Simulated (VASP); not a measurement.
# GaSb (Immm) in VASP: notebook

GaSb is run at these levels: LDA; tasks: single point.

Program: VASP 6.6.1. These are calculated values, not measurements. Logs are shortened: lines on timing, memory, paths and dates and some standing lists are left out, and cuts for length are marked.

## Step 1: The cell of the first run

Symmetry: Immm, No. 71, orthorhombic system. The conventional cell has a = 3.089 Å, b = 5.111 Å, c = 5.608 Å, α = 90.00°, β = 90.00°, γ = 90.00°. Within 3.7 Å of Ga (site symmetry mmm) lie 6 Sb at 2.80 to 2.99 Å and 2 Ga at 3.09 Å. Within 3.7 Å of Sb (site symmetry mmm) lie 6 Ga at 2.80 to 2.99 Å and 2 Sb at 3.09 Å.

## Step 2: Single point, LDA

Input file INCAR:

```
PREC = Accurate
ENCUT = 520
EDIFF = 1E-6
ISMEAR = 0
SIGMA = 0.15
LREAL = False
LASPH = True
NELM = 100
ALGO = Normal
ISIF = 2
LWAVE = False
LCHARG = False
GGA = CA
NBANDS = 16
```

Input file KPOINTS:

```
regular mesh
0
Gamma
  16 16 16
```

Input file POSCAR:

```
GaSb
1.0
   -1.5443983475      2.5556517855      2.8041297762
    1.5443983475     -2.5556517855      2.8041297762
    1.5443983475      2.5556517855     -2.8041297762
Ga Sb
1 1
Direct
    0.0000000000      0.0000000000      0.0000000000
    0.5000000000      0.5000000000      0.0000000000
```

Potentials or basis: VASP PAW LDA potentials, release 64 (Ga_d, Sb).

Launch:

```bash
cat potpaw_LDA.64/Ga_d/POTCAR potpaw_LDA.64/Sb/POTCAR > POTCAR
mpirun -np 1 vasp_std > vasp.out
```

OUTCAR:

```text
PREC = Accurate
   ENCUT = 520
   EDIFF = 1E-6
   ISMEAR = 0
   LREAL = False
   LASPH = True
   NELM = 100
   ISIF = 2
   GGA = CA

 ion  position               nearest neighbor table
   1  0.000  0.000  0.000-   2 2.80   2 2.80   2 2.99   2 2.99   2 2.99   2 2.99
   2  0.500  0.500  0.000-   1 2.80   1 2.80   1 2.99   1 2.99   1 2.99   1 2.99

  LATTYP: Found a body centered orthorhombic cell.
 ALAT       =     3.0887966950
 B/A-ratio  =     1.6547879565
 C/A-ratio  =     1.8156777885

  Lattice vectors:

 A1 = (  -1.5443983475,   2.5556517855,   2.8041297762)
 A2 = (   1.5443983475,  -2.5556517855,   2.8041297762)
 A3 = (   1.5443983475,   2.5556517855,  -2.8041297762)

Analysis of symmetry for initial positions (statically):
=====================================================================
 Subroutine PRICEL returns:
 Original cell was already a primitive cell.

 Routine SETGRP: Setting up the symmetry group for a
 body centered orthorhombic supercell.

 Subroutine GETGRP returns: Found  8 space group operations
 (whereof  8 operations were pure point group operations)
 out of a pool of  8 trial point group operations.

The static configuration has the point symmetry D_2h.

Analysis of symmetry for dynamics (positions and initial velocities):
=====================================================================
 Subroutine PRICEL returns:
 Original cell was already a primitive cell.

 Routine SETGRP: Setting up the symmetry group for a
 body centered orthorhombic supercell.

 Subroutine GETGRP returns: Found  8 space group operations
 (whereof  8 operations were pure point group operations)
 out of a pool of  8 trial point group operations.

The dynamic configuration has the point symmetry D_2h.

 Subroutine INISYM returns: Found  8 space group operations
 (whereof  8 operations are pure point group operations),
 and found     1 'primitive' translations

----------------------------------------------------------------------------------------

                                     Primitive cell

  volume of cell :      44.2710

  direct lattice vectors                    reciprocal lattice vectors
[... 82 lines left out ...]
   LNONCOLLINEAR =      F non collinear calculations
   LSORBIT =      F    spin-orbit coupling
   LASPH  =      T    aspherical Exc in radial PAW
   ENCUT  =  520.0 eV  38.22 Ry    6.18 a.u.   7.62  7.62  7.62*2*pi/ulx,y,z
   NELM   =    100;   NELMIN=  2; NELMDL= -5     # of ELM steps
   EDIFF  = 0.1E-05   stopping-criterion for ELM
   LREAL  =      F    real-space projection
   EDIFFG = 0.1E-04   stopping-criterion for IOM
   NSW    =      0    number of steps for IOM
   IBRION =     -1    ionic relax: 0-MD 1-quasi-New 2-CG
   NFREE  =      0    steps in history (QN), initial steepest desc. (CG)
   ISIF   =      2    stress and relaxation
   ISYM   =      2    0-nonsym 1-usesym 2-fastsym
   POTIM  = 0.5000    time-step for ionic-motion
   TEBEG  =    0.0;   TEEND  =   0.0 temperature during run
   PSTRESS=    0.0 pullay stress
   NELECT =      18.0000    total number of electrons
   NUPDOWN=      -1.0000    fix difference up-down
   EMIN   =  10.00;   EMAX   =-10.00  energy-range for DOS
   EFERMI =   0.00;   METHOD = LEGACY
   ISMEAR =     0;   SIGMA  =   0.15  broadening in eV -4-tet -1-fermi 0-gaus
   EFERMI_NEDOS =   21; number of points for ismear=-14 and -15
   IALGO  =     38    algorithm
   IMIX   =      4    mixing-type and parameters
     AMIX     =   0.40;   BMIX     =  1.00
     AMIX_MAG =   1.60;   BMIX_MAG =  1.00
  volume/ion in A,a.u.               =      22.14       149.38
  Fermi-wavevector in a.u.,A,eV,Ry     =   1.212810  2.291878 20.012907  1.470907
  Thomas-Fermi vector in A             =   2.348282
   LORBIT       =      0    0 simple, 1 ext, 2 COOP (PROOUT), +10 PAW based schemes
   GGA     = CA    functional components
   LHFCALC =     F    Hartree Fock is set to
   AEXX    =    0.0000 exact exchange contribution
   IVDW    =     0    specifies the selected vdW correction
   LEPSILON=     F    determine dielectric tensor
   LRPA    =     F    only Hartree local field effects (RPA)
 non-spin polarized calculation
 Gauss-broadening in eV      SIGMA  =   0.15
  energy-cutoff  :      520.00
  volume of cell :       44.27
 maximum number of plane-waves:      1211
   NGX = 15   NGY = 15   NGZ = 15

 number of electron      18.0000010 magnetization

 Free energy of the ion-electron system (eV)
  ---------------------------------------------------
  ext. energy  EPLUGINS =         0.00000000
  ---------------------------------------------------
  free energy    TOTEN  =        -8.37533264 eV

  energy without entropy =       -8.36622205  energy(sigma->0) =       -8.37077735

 E-fermi :   7.3936     XC(G=0): -10.8585

 val. band max:        7.3878847067   @ k =  -0.1875  -0.4375   0.0625
 cond. band min:       7.3998331488   @ k =  -0.1875   0.3750   0.0625
 fundamental gap:      0.0119484421
 Fermi energy:         7.3935733213

 k-point     1 :       0.0000    0.0000    0.0000
  band No.  band energies     occupation
      1      -7.7295      2.00000
      2      -7.6371      2.00000
      3      -7.6360      2.00000
      4      -7.6126      2.00000
      5      -7.5759      2.00000
      6      -5.2173      2.00000
[... 433 lines left out ...]
      3      -7.6339      2.00000
      4      -7.6160      2.00000
      5      -7.5781      2.00000
      6      -5.0555      2.00000
[... 8 lines left out ...]
     15      17.2535      0.00000
     16      17.3729      0.00000

 [... further k-points ...]

------------------------ aborting loop because EDIFF is reached ----------------------------------------

  FORCE on cell =-STRESS in cart. coord.  units (eV):
  Direction    XX          YY          ZZ          XY          YZ          ZX
  --------------------------------------------------------------------------------------
  -------------------------------------------------------------------------------------
  Total        0.2289495     -0.1178596      0.0101945      0.0000000      0.0000000      0.0000000
  in kB        8.2857385     -4.2653655      0.3689402      0.0000000      0.0000000      0.0000000
  external PRESSURE =       1.4631044 kB  Pullay stress =       0.0000000 kB

 VOLUME and BASIS-vectors are now :
 -----------------------------------------------------------------------------
  energy-cutoff  :      520.00
  volume of cell :       44.27
      direct lattice vectors                 reciprocal lattice vectors
    -1.544398348  2.555651785  2.804129776     0.000000000  0.195644807  0.178308438
     1.544398348 -2.555651785  2.804129776     0.323750670  0.000000000  0.178308438
     1.544398348  2.555651785 -2.804129776     0.323750670  0.195644807  0.000000000

 POSITION                                       TOTAL-FORCE (eV/Angst)
 -----------------------------------------------------------------------------------
      0.00000      0.00000      0.00000        -0.000000     -0.000000      0.000000
      0.00000      0.00000      2.80413         0.000000      0.000000     -0.000000
 -----------------------------------------------------------------------------------
    total drift:                                0.000000      0.000000      0.000000

  FREE ENERGIE OF THE ION-ELECTRON SYSTEM (eV)
  ---------------------------------------------------
  free  energy   TOTEN  =        -8.3753326433 eV

  energy  without entropy=       -8.3662220480  energy(sigma->0) =       -8.37077735
```

Run time: 6.3 min. Hardware: 1 thread of Intel Xeon 8259CL, shared host; peak memory 0.53 GiB.

Results:

| Property | Result |
| --- | --- |
| Free energy | -8.3753 eV |
| Pressure | 0.1 GPa |
| Band gap on the k mesh | zero (bands 9 and 10 overlap by 5.49 eV) |

Stress tensor (GPa, compression positive):
```
 0.83  0.00  0.00
 0.00 -0.43  0.00
 0.00  0.00  0.04
```

Caveat: the cell differs from its parent crystal (strain +e along x and -e along y -0.0200, strain +e along z and -e/2 along x and y +0.0000); spin-orbit coupling is left out, which moves the levels of the heavy elements.

## Step 3: Single point, LDA

This run uses another cell than the first one, of 22.04 Å³/atom.

Input file INCAR:

```
PREC = Accurate
ENCUT = 520
EDIFF = 1E-6
ISMEAR = 0
SIGMA = 0.15
LREAL = F
LASPH = T
NELM = 60
ALGO = Normal
ISIF = 2
LWAVE = F
LCHARG = F
GGA = CA
NBANDS = 16
```

Input file KPOINTS:

```
Automatic mesh
0
Gamma
  16 16 16
```

Input file POSCAR:

```
GaSb
1.0
   -1.6665318903      2.5493879331      2.5938200430
    1.6665318903     -2.5493879331      2.5938200430
    1.6665318903      2.5493879331     -2.5938200430
Ga Sb
1 1
Direct
    0.0000000000      0.0000000000      0.0000000000
    0.5000000000      0.5000000000      0.0000000000
```

Potentials or basis: VASP PAW LDA potentials, release 64 (Ga_d, Sb).

Launch:

```bash
cat potpaw_LDA.64/Ga_d/POTCAR potpaw_LDA.64/Sb/POTCAR > POTCAR
mpirun -np 1 vasp_std > vasp.out
```

It took 7.3 min on 1 thread of Intel Xeon 8259CL, shared host; peak memory 0.53 GiB.

It converged, with:

```
Free energy            : -8.1822 eV
Pressure               : 2.7 GPa
Band gap on the k mesh : zero (bands 9 and 10 overlap by 5.98 eV)
```

Stress tensor (GPa, compression positive):
```
-4.19  0.00  0.00
 0.00 -3.67  0.00
 0.00  0.00 15.89
```

Levels at points of the mesh, in eV from the Fermi level:
| k point | band 6 | band 7 | band 8 | band 9 | band 10 | band 11 | band 12 | band 13 |
| --- | --- | --- | --- | --- | --- | --- | --- | --- |
| (0.00, 0.00, 0.00) | -12.63 | -2.06 | -1.57 | -1.19 | 3.83 | 3.96 | 6.21 | 6.48 |
| (0.50, 0.00, 0.00) | -10.70 | -8.55 | 0.67 | 2.42 | 2.96 | 3.35 | 3.41 | 4.90 |
| (0.00, 0.50, 0.00) | -9.04 | -7.04 | -1.93 | -0.72 | -0.47 | 0.62 | 4.12 | 4.58 |
| (0.50, 0.50, 0.00) | -9.19 | -5.59 | -2.87 | -2.77 | -1.54 | 3.26 | 3.77 | 7.42 |
| (0.50, 0.50, 0.50) | -8.98 | -5.81 | -5.61 | -5.15 | 0.78 | 4.95 | 9.62 | 10.75 |

Caveat: spin-orbit coupling is left out, which moves the levels of the heavy elements.

(Part 1 of 2 ends here.)
